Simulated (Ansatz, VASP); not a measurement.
## Zn2CdTe3: VASP beside Ansatz

```xyz
6
Lattice="5.4200 0.0000 0.0000 0.0000 5.4200 0.0000 0.0000 0.0000 7.4685" Properties=species:S:1:pos:R:3 pbc="T T T"
Zn    2.7100    0.0000    1.0956
Zn    0.0000    2.7100    1.0956
Cd    0.0000    0.0000    4.9460
Te    0.0000    0.0000    2.0422
Te    2.7100    0.0000    5.9710
Te    0.0000    2.7100    5.9710
```

Alike in both runs: functional PBE; k mesh 4 × 4 × 2; occupations gaussian, width 0.1 eV; no spin polarisation.

Ansatz relaxed the structure, and its values are those at the end. VASP's run is a single point on that final structure, the one shown.

```csv
,VASP,Ansatz
version,VASP 6.6.1,Ansatz 0.2.0
potentials or method,"VASP PAW PBE potentials, release 64 (Zn, Cd, Te), cutoff 520 eV","scalar-relativistic, plane waves, PAW"
valence electrons in the cell,54,92
```

|  | VASP | Ansatz | Ansatz less VASP |
| --- | --- | --- | --- |
| gap on the k mesh at the Fermi level (eV) | none | none | - |
| pressure (GPa) | 0.0 | -0.1 | -0.07 |
| rms of the force components (eV/Å) | 0.004 | 0.003 | -0.0009 |

A gap of «none» marks a metal or a gap that the smearing closes. The functional is the same, so the differences come from potentials, cutoffs and numerics. VASP's potentials hold 54 valence electrons a cell and Ansatz's 92, so a difference there can come from the potentials and not from the codes.

The k mesh is coarse, so the values compare programs but aren't converged. Spin-orbit coupling is off throughout.
